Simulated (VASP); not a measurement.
# Sb (R-3m) in VASP: a series of runs, part 2 of 3

VASP 6.6.1.

### Step 3. Single point, PBE exchange alone

This run uses another cell than the first one, of 30.81 Å³/atom, 1.020 times its volume.

Input file INCAR:

```
SYSTEM = Sb
PREC = Accurate
ENCUT = 500
EDIFF = 1E-6
ISMEAR = -1
SIGMA = 0.05
LREAL = .FALSE.
LASPH = .TRUE.
NELM = 120
ALGO = Normal
ISIF = 2
LWAVE = .FALSE.
LCHARG = .TRUE.
GGA = PE
ALDAC = 0.0
AGGAC = 0.0
LELF = .TRUE.
LVHAR = .TRUE.
NBANDS = 22
GGA_COMPAT = .FALSE.
```

Input file KPOINTS:

```
Automatic mesh
0
G
  8 8 8
  0 0 0
```

Input file POSCAR:

```
Sb
1.0
    2.1684666409      1.2519647989      3.7828881425
   -2.1684666409      1.2519647989      3.7828881425
    0.0000000000     -2.5039295978      3.7828881425
Sb
2
Direct
    0.7665100000      0.7665100000      0.7665100000
    0.2334900000      0.2334900000      0.2334900000
```

Potentials or basis: VASP PAW PBE potentials, release 64 (Sb_d_GW).

Started as:

```console
cat potpaw_PBE.64/Sb_d_GW/POTCAR > POTCAR
mpirun -np 1 vasp_std > vasp.out
```

OUTCAR:

```text
SYSTEM = Sb
   PREC = Accurate
   ENCUT = 500
   EDIFF = 1E-6
   ISMEAR = -1
   LREAL = .FALSE.
   LASPH = .TRUE.
   NELM = 120
   ISIF = 2
   GGA = PE

 ion  position               nearest neighbor table
   1  0.767  0.767  0.767-   2 2.93   2 2.93   2 2.93   2 3.38   2 3.38   2 3.38
   2  0.233  0.233  0.233-   1 2.93   1 2.93   1 2.93   1 3.38   1 3.38   1 3.38

  LATTYP: Found a trigonal (rhomboedric) cell.
 ALAT       =     4.5365081427
 COS(alpha) =     0.5430253624

  Lattice vectors:

 A1 = (   2.1684666409,   1.2519647989,   3.7828881425)
 A2 = (  -2.1684666409,   1.2519647989,   3.7828881425)
 A3 = (   0.0000000000,  -2.5039295978,   3.7828881425)

Analysis of symmetry for initial positions (statically):
=====================================================================
 Subroutine PRICEL returns:
 Original cell was already a primitive cell.

 Routine SETGRP: Setting up the symmetry group for a
 trigonal (rhombohedral) supercell.

 Subroutine GETGRP returns: Found 12 space group operations
 (whereof 12 operations were pure point group operations)
 out of a pool of 12 trial point group operations.

The static configuration has the point symmetry D_3d.

Analysis of symmetry for dynamics (positions and initial velocities):
=====================================================================
 Subroutine PRICEL returns:
 Original cell was already a primitive cell.

 Routine SETGRP: Setting up the symmetry group for a
 trigonal (rhombohedral) supercell.

 Subroutine GETGRP returns: Found 12 space group operations
 (whereof 12 operations were pure point group operations)
 out of a pool of 12 trial point group operations.

The dynamic configuration has the point symmetry D_3d.

 Subroutine INISYM returns: Found 12 space group operations
 (whereof 12 operations are pure point group operations),
 and found     1 'primitive' translations

[... 109 lines left out ...]
   ISMEAR =    -1;   SIGMA  =   0.05  broadening in eV -4-tet -1-fermi 0-gaus
   EFERMI_NEDOS =   21; number of points for ismear=-14 and -15
   IALGO  =     38    algorithm
   IMIX   =      4    mixing-type and parameters
     AMIX     =   0.40;   BMIX     =  1.00
     AMIX_MAG =   1.60;   BMIX_MAG =  1.00
  volume/ion in A,a.u.               =      30.81       207.92
  Fermi-wavevector in a.u.,A,eV,Ry     =   1.287880  2.433740 22.567096  1.658635
  Thomas-Fermi vector in A             =   2.419867
   LORBIT       =      0    0 simple, 1 ext, 2 COOP (PROOUT), +10 PAW based schemes
   GGA     = PE    functional components
   LHFCALC =     F    Hartree Fock is set to
   AEXX    =    0.0000 exact exchange contribution
   IVDW    =     0    specifies the selected vdW correction
   LEPSILON=     F    determine dielectric tensor
   LRPA    =     F    only Hartree local field effects (RPA)
 non-spin polarized calculation
  energy-cutoff  :      500.00
  volume of cell :       61.62
 maximum number of plane-waves:      1575
 NGX is ok and might be reduce to    36
   NGX = 17   NGY = 17   NGZ = 17

 number of electron      30.0000005 magnetization

 Free energy of the ion-electron system (eV)
  ---------------------------------------------------
  ext. energy  EPLUGINS =         0.00000000
  ---------------------------------------------------
  free energy    TOTEN  =        -5.35529018 eV

  energy without entropy =       -5.35232714  energy(sigma->0) =       -5.35380866

 E-fermi :   6.7556     XC(G=0):  -8.1341

 val. band max:        6.7331320404   @ k =   0.3750   0.2500   0.2500
 cond. band min:       6.7622566548   @ k =   0.3750   0.1250   0.1250
 fundamental gap:      0.0291246144
 Fermi energy:         6.7555584856

 k-point     1 :       0.0000    0.0000    0.0000
  band No.  band energies     occupation
      1     -22.5142      2.00000
      2     -22.5142      2.00000
      3     -22.4304      2.00000
      4     -22.4304      2.00000
      5     -22.4041      2.00000
      6     -22.3218      2.00000
[... 589 lines left out ...]
     21      14.1394      0.00000
     22      15.8977      0.00000

 [... further k-points ...]

------------------------ aborting loop because EDIFF is reached ----------------------------------------

  FORCE on cell =-STRESS in cart. coord.  units (eV):
  Direction    XX          YY          ZZ          XY          YZ          ZX
  --------------------------------------------------------------------------------------
  -------------------------------------------------------------------------------------
  Total        4.2092836      4.2092836      4.0723462      0.0000000      0.0000000      0.0000000
  in kB      109.4458146    109.4458146    105.8852969      0.0000000      0.0000000      0.0000000
  external PRESSURE =     108.2589754 kB  Pullay stress =       0.0000000 kB

 VOLUME and BASIS-vectors are now :
 -----------------------------------------------------------------------------
  energy-cutoff  :      500.00
  volume of cell :       61.62
      direct lattice vectors                 reciprocal lattice vectors
     2.168466641  1.251964799  3.782888143     0.230577677  0.133124084  0.088116096
    -2.168466641  1.251964799  3.782888143    -0.230577677  0.133124084  0.088116096
     0.000000000 -2.503929598  3.782888143     0.000000000 -0.266248167  0.088116096

 POSITION                                       TOTAL-FORCE (eV/Angst)
 -----------------------------------------------------------------------------------
      0.00000      0.00000      8.69886         0.000000      0.000000     -0.195533
      0.00000      0.00000      2.64980         0.000000      0.000000      0.195533
 -----------------------------------------------------------------------------------
    total drift:                                0.000000     -0.000000      0.000000

  FREE ENERGIE OF THE ION-ELECTRON SYSTEM (eV)
  ---------------------------------------------------
  free  energy   TOTEN  =        -5.3552901842 eV

  energy  without entropy=       -5.3523271446  energy(sigma->0) =       -5.35380866
```

OSZICAR:

```text
N       E                     dE             d eps       ncg     rms          rms(c)
DAV:   1     0.234191028710E+03    0.23419E+03   -0.95300E+03  4016   0.128E+04
DAV:   2     0.275350862391E+02   -0.20666E+03   -0.19845E+03  5592   0.146E+03
DAV:   3    -0.386678981923E+01   -0.31402E+02   -0.31200E+02  5624   0.239E+02
DAV:   4    -0.527528909273E+01   -0.14085E+01   -0.14078E+01  4924   0.362E+01
DAV:   5    -0.534584317076E+01   -0.70554E-01   -0.70547E-01  4484   0.847E+00    0.354E+00
DAV:   6    -0.534771968405E+01   -0.18765E-02   -0.66649E-02  5410   0.131E+01    0.217E+00
DAV:   7    -0.535476371478E+01   -0.70440E-02   -0.26155E-02  4448   0.106E+01    0.137E-01
DAV:   8    -0.535502903284E+01   -0.26532E-03   -0.38798E-03  4908   0.371E+00    0.687E-02
DAV:   9    -0.535525898042E+01   -0.22995E-03   -0.23465E-04  4814   0.256E-01    0.325E-02
DAV:  10    -0.535528903835E+01   -0.30058E-04   -0.58595E-05  4132   0.227E-01    0.276E-03
DAV:  11    -0.535529007400E+01   -0.10357E-05   -0.17066E-06  2940   0.325E-02    0.191E-03
DAV:  12    -0.535529018417E+01   -0.11017E-06   -0.49831E-07  2640   0.246E-02
   1 F= -.53552902E+01 E0= -.53538087E+01  d E =-.296304E-02
```

Wall time 94 s (1 thread of Intel Xeon Platinum 8488C (Sapphire Rapids), shared host); peak memory 0.25 GiB.

Results:

```
Free energy            : -5.3553 eV
Pressure               : 10.8 GPa
Largest force          : 0.196 eV/Å
Band gap on the k mesh : zero (band 15 reaches 6.76 eV, above the bottom of band 16 at 6.53 eV)
```

Forces in eV/Å, atoms in the order of the input:
```
Sb   0.000  0.000 -0.196
Sb   0.000  0.000  0.196
```

Stress tensor (GPa, compression positive):
```
10.94  0.00  0.00
 0.00 10.94  0.00
 0.00  0.00 10.59
```

Caveat: spin-orbit coupling is left out, which moves the levels of the heavy elements.

[end of part 2 of 3]
